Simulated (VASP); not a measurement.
AlAu: single point with r2SCAN

Crystal: AlAu.

```
Al Au
1.0
     2.95161    0.00000    0.00000
    -1.47581    2.55618    0.00000
    -1.47581    0.85206    8.88955
Al Au
2 2
Direct
  0.37457 0.62543 0.12371
  0.62543 0.37457 0.87629
  0.87820 0.12180 0.63460
  0.12180 0.87820 0.36540
```

```json
{
  "Program": "VASP 6.6.1",
  "Task": "single point",
  "Functional": "r2SCAN",
  "Potentials or basis": "VASP PAW PBE potentials, release 64 (Al, Au)",
  "Cutoff": "520 eV",
  "k mesh": "10 × 10 × 10",
  "Occupations": "fermi-dirac, width 0.0636 eV",
  "Spin": "no spin polarisation",
  "Dipole correction": "no",
  "Further INCAR settings": "ALGO = Normal; EDIFF = 1e-06; NBANDS = 22"
}
```

| Item | Value |
| --- | --- |
| Pressure | -1.5 GPa |
| Largest force | 0.656 eV/Å |
| Band gap on the k mesh | zero (bands 14 and 15 overlap by 1.60 eV) |

Forces on the atoms (eV/Å):
```
Al   0.000  0.000  0.474
Al   0.000  0.000 -0.474
Au   0.000  0.000  0.656
Au   0.000  0.000 -0.656
```

Stress tensor (GPa, compression positive):
```
 0.43  0.00  0.00
 0.00  0.43  0.00
 0.00  0.00 -5.29
```

Levels at points of the mesh, in eV from the Fermi level:
| k point | band 10 | band 11 | band 12 | band 13 | band 14 | band 15 | band 16 | band 17 | band 18 | band 19 |
| --- | --- | --- | --- | --- | --- | --- | --- | --- | --- | --- |
| (0.00, 0.00, 0.00) | -4.10 | -4.10 | -3.52 | -3.52 | -2.62 | 0.04 | 8.82 | 8.95 | 10.67 | 10.67 |
| (0.50, 0.00, 0.00) | -3.68 | -2.79 | -2.70 | -1.14 | -1.05 | -0.65 | 1.32 | 2.91 | 5.32 | 5.85 |
| (0.50, 0.50, 0.00) | -3.62 | -2.79 | -2.70 | -1.77 | -1.42 | 0.08 | 1.55 | 2.80 | 3.62 | 5.66 |
| (0.00, 0.00, 0.50) | -4.75 | -4.10 | -4.10 | -3.52 | -3.52 | 2.67 | 4.83 | 10.66 | 10.66 | 11.12 |

Wall time 110 s on 1 × NVIDIA H100 80GB with 1 thread of AMD EPYC 7R13 Processor (Zen 3), with other jobs on the host, peak memory 1.3 GiB.

Caveat: the stress differs along the axes, from -5 to 0 GPa; the PAW data sets were made with another functional, which shifts forces and pressure a little; spin-orbit coupling is left out, which moves the levels of the heavy elements.
